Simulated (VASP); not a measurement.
# As (R-3m) in VASP: further runs

The runs below take As through single point, with r2SCAN.

Everything below comes from runs of VASP 6.6.1. Logs are shortened: lines on timing, memory, paths and dates and some standing lists are left out, and cuts for length are marked.

## (1) The cell of the first run

Symmetry: R-3m, No. 166, trigonal system. The conventional cell has a = 3.588 Å, b = 3.588 Å, c = 15.224 Å, α = 90.00°, β = 90.00°, γ = 120.00°. As (site symmetry 3m) has 3 As at 2.48 Å within 3.3 Å.

## (2) Single point, r2SCAN

File POSCAR:

```
As
1.0
    1.7941882416      1.0358750643      5.0746500533
   -1.7941882416      1.0358750643      5.0746500533
    0.0000000000     -2.0717501285      5.0746500533
As
2
Direct
    0.2114982152      0.2114982152      0.2114982152
    0.7885017848      0.7885017848      0.7885017848
```

File INCAR.step1:

```
SYSTEM = As
  ALGO = Normal
  EDIFF = 1E-4
  ENCUT = 520
  GGA = PE
  ISMEAR = 0
  LASPH = .True.
  LCHARG = .False.
  LREAL = .False.
  LWAVE = .True.
  NBANDS = 12
  NELM = 60
  PREC = Accurate
  SIGMA = 0.02
```

File INCAR.step2:

```
SYSTEM = As
  ALGO = Normal
  EDIFF = 1E-6
  ENCUT = 520
  ISIF = 2
  ISMEAR = 0
  ISTART = 1
  LASPH = .True.
  LCHARG = .False.
  LMIXTAU = .True.
  LREAL = .False.
  LWAVE = .False.
  METAGGA = R2SCAN
  NBANDS = 12
  NELM = 60
  PREC = Accurate
  SIGMA = 0.02
```

File KPOINTS:

```
k-points
0
Gamma
  12 12 12
  0 0 0
```

Potentials or basis: VASP PAW PBE potentials, release 64 (As).

The run is started by

```sh
cat potpaw_PBE.64/As/POTCAR > POTCAR
cp INCAR.step1 INCAR
mpirun -np 1 vasp_std > vasp.out
cp INCAR.step2 INCAR
mpirun -np 1 vasp_std > vasp.out
```

OUTCAR:

```text
SYSTEM = As
   EDIFF = 1E-6
   ENCUT = 520
   ISIF = 2
   ISMEAR = 0
   ISTART = 1
   LASPH = .True.
   LREAL = .False.
   METAGGA = R2SCAN
   NELM = 60
   PREC = Accurate

 ion  position               nearest neighbor table
   1  0.211  0.211  0.211-   2 2.48   2 2.48   2 2.48
   2  0.789  0.789  0.789-   1 2.48   1 2.48   1 2.48

  LATTYP: Found a trigonal (rhomboedric) cell.
 ALAT       =     5.4812609643
 COS(alpha) =     0.7857084486

  Lattice vectors:

 A1 = (   1.7941882416,   1.0358750643,   5.0746500533)
 A2 = (  -1.7941882416,   1.0358750643,   5.0746500533)
 A3 = (   0.0000000000,  -2.0717501285,   5.0746500533)

Analysis of symmetry for initial positions (statically):
=====================================================================
 Subroutine PRICEL returns:
 Original cell was already a primitive cell.

 Routine SETGRP: Setting up the symmetry group for a
 trigonal (rhombohedral) supercell.

 Subroutine GETGRP returns: Found 12 space group operations
 (whereof 12 operations were pure point group operations)
 out of a pool of 12 trial point group operations.

The static configuration has the point symmetry D_3d.

Analysis of symmetry for dynamics (positions and initial velocities):
=====================================================================
 Subroutine PRICEL returns:
 Original cell was already a primitive cell.

 Routine SETGRP: Setting up the symmetry group for a
 trigonal (rhombohedral) supercell.

 Subroutine GETGRP returns: Found 12 space group operations
 (whereof 12 operations were pure point group operations)
 out of a pool of 12 trial point group operations.

The dynamic configuration has the point symmetry D_3d.

 Subroutine INISYM returns: Found 12 space group operations
 (whereof 12 operations are pure point group operations),
 and found     1 'primitive' translations

----------------------------------------------------------------------------------------

                                     Primitive cell

  volume of cell :      56.5891

  direct lattice vectors                    reciprocal lattice vectors
     1.794188242  1.035875064  5.074650053     0.278677559  0.160894564  0.065685974
    -1.794188242  1.035875064  5.074650053    -0.278677559  0.160894564  0.065685974
     0.000000000 -2.071750129  5.074650053     0.000000000 -0.321789128  0.065685974

  length of vectors
     5.481260964  5.481260964  5.481260964     0.328424862  0.328424862  0.328424862

  position of ions in fractional coordinates (direct lattice)
     0.211498215  0.211498215  0.211498215
     0.788501785  0.788501785  0.788501785

  ion indices of the primitive-cell ions
   primitive index   ion index
                 1           1
                 2           2

----------------------------------------------------------------------------------------

 KPOINTS: k-points

Automatic generation of k-mesh.
 Grid dimensions read from file:
 generate k-points for:   12   12   12

 Generating k-lattice:

  Cartesian coordinates                     Fractional coordinates (reciprocal lattice)
     0.023223130  0.013407880  0.005473831     0.083333333 -0.000000000  0.000000000
    -0.023223130  0.013407880  0.005473831    -0.000000000  0.083333333  0.000000000
     0.000000000 -0.026815761  0.005473831     0.000000000  0.000000000  0.083333333

  Length of vectors
     0.027368738  0.027368738  0.027368738

  Shift w.r.t. Gamma in fractional coordinates (k-lattice)
     0.000000000  0.000000000  0.000000000

 Subroutine IBZKPT returns following result:
 ===========================================

 Found    189 irreducible k-points:

 Following reciprocal coordinates:
            Coordinates               Weight
  0.000000  0.000000  0.000000      1.000000
  0.083333 -0.000000 -0.000000      6.000000
  0.166667 -0.000000 -0.000000      6.000000
  0.250000 -0.000000  0.000000      6.000000
  0.333333  0.000000 -0.000000      6.000000
  0.416667  0.000000  0.000000      6.000000
[... 16 lines left out ...]
  0.500000  0.166667  0.000000     12.000000
 -0.416667  0.166667  0.000000     12.000000
 [... further k-points ...]
   k-points           NKPTS =    189   k-points in BZ     NKDIM =    189   number of bands    NBANDS=     12
   number of dos      NEDOS =    301   number of ions     NIONS =      2
   total plane-waves  NPLWV =  74088
   dimension x,y,z NGX =    42 NGY =   42 NGZ =   42
   dimension x,y,z NGXF=    84 NGYF=   84 NGZF=   84
   ions per type =               2
   NGX,Y,Z   is equivalent  to a cutoff of  12.74, 12.74, 12.74 a.u.
   NGXF,Y,Z  is equivalent  to a cutoff of  25.48, 25.48, 25.48 a.u.
 SYSTEM =  As
   PREC   = accura    normal or accurate (medium, high low for compatibility)
   ISTART =      1    job   : 0-new  1-cont  2-samecut
   ICHARG =      0    charge: 1-file 2-atom 10-const
   ISPIN  =      1    spin polarized calculation?
   LNONCOLLINEAR =      F non collinear calculations
   LSORBIT =      F    spin-orbit coupling
   LASPH  =      T    aspherical Exc in radial PAW
   ENCUT  =  520.0 eV  38.22 Ry    6.18 a.u.  10.19 10.19 10.19*2*pi/ulx,y,z
   NELM   =     60;   NELMIN=  2; NELMDL=  0     # of ELM steps
   EDIFF  = 0.1E-05   stopping-criterion for ELM
   LREAL  =      F    real-space projection
   EDIFFG = 0.1E-04   stopping-criterion for IOM
   NSW    =      0    number of steps for IOM
   IBRION =     -1    ionic relax: 0-MD 1-quasi-New 2-CG
   NFREE  =      0    steps in history (QN), initial steepest desc. (CG)
   ISIF   =      2    stress and relaxation
   ISYM   =      2    0-nonsym 1-usesym 2-fastsym
   POTIM  = 0.5000    time-step for ionic-motion
   TEBEG  =    0.0;   TEEND  =   0.0 temperature during run
   PSTRESS=    0.0 pullay stress
   NELECT =      10.0000    total number of electrons
   NUPDOWN=      -1.0000    fix difference up-down
   EMIN   =  10.00;   EMAX   =-10.00  energy-range for DOS
   EFERMI =   0.00;   METHOD = LEGACY
   ISMEAR =     0;   SIGMA  =   0.02  broadening in eV -4-tet -1-fermi 0-gaus
   EFERMI_NEDOS =   21; number of points for ismear=-14 and -15
   IALGO  =     38    algorithm
   IMIX   =      4    mixing-type and parameters
     AMIX     =   0.40;   BMIX     =  1.00
     AMIX_MAG =   1.60;   BMIX_MAG =  1.00
  volume/ion in A,a.u.               =      28.29       190.94
  Fermi-wavevector in a.u.,A,eV,Ry     =   0.918679  1.736052 11.482931  0.843972
  Thomas-Fermi vector in A             =   2.043788
   LORBIT       =      0    0 simple, 1 ext, 2 COOP (PROOUT), +10 PAW based schemes
   METAGGA = R2SCAN    functional components
   LHFCALC =     F    Hartree Fock is set to
   AEXX    =    0.0000 exact exchange contribution
   IVDW    =     0    specifies the selected vdW correction
   LEPSILON=     F    determine dielectric tensor
   LRPA    =     F    only Hartree local field effects (RPA)
 non-spin polarized calculation
 Gauss-broadening in eV      SIGMA  =   0.02
  energy-cutoff  :      520.00
  volume of cell :       56.59
 maximum number of plane-waves:      1555
 NGX is ok and might be reduce to    42
   NGX = 21   NGY = 21   NGZ = 21

 number of electron      10.0000000 magnetization

 Free energy of the ion-electron system (eV)
  ---------------------------------------------------
  ext. energy  EPLUGINS =         0.00000000
  ---------------------------------------------------
  free energy    TOTEN  =       -29.41910884 eV

  energy without entropy =      -29.41910884  energy(sigma->0) =      -29.41910884

 E-fermi :   2.8022     XC(G=0):  -8.8346

 val. band max:        2.6814619684   @ k =   0.5000   0.5000   0.5000
 cond. band min:       3.2472012075   @ k =   0.3333   0.0000  -0.0000
 fundamental gap:      0.5657392391
 Fermi energy:         2.8021943100

 k-point     1 :       0.0000    0.0000    0.0000
  band No.  band energies     occupation
      1     -12.4490      2.00000
      2      -5.1481      2.00000
      3       0.3372      2.00000
      4       1.6845      2.00000
      5       1.6845      2.00000
      6       4.5766      0.00000
      7       5.6166      0.00000
      8       5.6166      0.00000
      9      11.1904      0.00000
     10      12.2722      0.00000
     11      12.2722      0.00000
     12      12.7488      0.00000

 k-point     2 :       0.0833   -0.0000   -0.0000
  band No.  band energies     occupation
      1     -12.3498      2.00000
      2      -5.1565      2.00000
      3       0.4176      2.00000
      4       0.8729      2.00000
      5       1.4759      2.00000
      6       5.0084      0.00000
      7       5.6636      0.00000
      8       5.8233      0.00000
      9      10.7040      0.00000
     10      11.8501      0.00000
     11      12.1255      0.00000
     12      12.6599      0.00000

 k-point     3 :       0.1667   -0.0000   -0.0000
  band No.  band energies     occupation
      1     -12.0547      2.00000
      2      -5.2412      2.00000
      3      -0.4437      2.00000
      4       0.6602      2.00000
      5       1.0067      2.00000
      6       4.4102      0.00000
      7       6.2181      0.00000
      8       6.5879      0.00000
      9       9.8359      0.00000
     10      11.2189      0.00000
     11      12.1496      0.00000
     12      13.3416      0.00000
[... 286 lines left out ...]
 k-point    23 :       0.5000    0.1667    0.0000
  band No.  band energies     occupation
      1      -9.9254      2.00000
      2      -7.3898      2.00000
      3      -1.9385      2.00000
      4      -1.1238      2.00000
      5       0.8345      2.00000
      6       4.3882      0.00000
      7       5.5603      0.00000
      8       6.2754      0.00000
      9       9.5888      0.00000
     10      11.5056      0.00000
     11      13.2563      0.00000
     12      14.8420      0.00000

 k-point    24 :      -0.4167    0.1667    0.0000
  band No.  band energies     occupation
      1      -9.4915      2.00000
      2      -7.8785      2.00000
      3      -2.0713      2.00000
      4      -0.8141      2.00000
      5       0.4861      2.00000
      6       4.2822      0.00000
      7       5.4496      0.00000
      8       6.1852      0.00000
      9       9.4704      0.00000
     10      12.3215      0.00000
     11      13.2031      0.00000
     12      15.2300      0.00000

 [... further k-points ...]
[... 5 lines left out ...]
  --------------------------------------------------------------------------------------
  -------------------------------------------------------------------------------------
  Total        0.0336304      0.0336304      0.0917827      0.0000000      0.0000000      0.0000000
  in kB        0.9521587      0.9521587      2.5985951      0.0000000      0.0000000      0.0000000
  external PRESSURE =       1.5009709 kB  Pullay stress =       0.0000000 kB

 VOLUME and BASIS-vectors are now :
 -----------------------------------------------------------------------------
  energy-cutoff  :      520.00
  volume of cell :       56.59
      direct lattice vectors                 reciprocal lattice vectors
     1.794188242  1.035875064  5.074650053     0.278677559  0.160894564  0.065685974
    -1.794188242  1.035875064  5.074650053    -0.278677559  0.160894564  0.065685974
     0.000000000 -2.071750129  5.074650053     0.000000000 -0.321789128  0.065685974

 POSITION                                       TOTAL-FORCE (eV/Angst)
 -----------------------------------------------------------------------------------
      0.00000      0.00000      3.21984         0.000000      0.000000      0.063755
      0.00000      0.00000     12.00411         0.000000     -0.000000     -0.063755
 -----------------------------------------------------------------------------------
    total drift:                                0.000000     -0.000000      0.000000

  FREE ENERGIE OF THE ION-ELECTRON SYSTEM (eV)
  ---------------------------------------------------
  free  energy   TOTEN  =       -29.4191088442 eV

  energy  without entropy=      -29.4191088442  energy(sigma->0) =      -29.41910884
```

It took 5.6 min on 1 thread of Intel Xeon 6975P-C (Granite Rapids), shared host; peak memory 0.34 GiB.

Results:

* Free energy: -29.4191 eV
* Pressure: 0.2 GPa
* Largest force: 0.064 eV/Å
* Band gap on the k mesh: 0.57 eV, indirect (least direct gap 1.19 eV)

Forces on the atoms (eV/Å):
```
As   0.000  0.000  0.064
As   0.000  0.000 -0.064
```

Stress tensor (GPa, compression positive):
```
0.10 0.00 0.00
0.00 0.10 0.00
0.00 0.00 0.26
```

Caveat: the PAW data sets were made with another functional, which shifts forces and pressure a little.

[end of part 1 of 2]
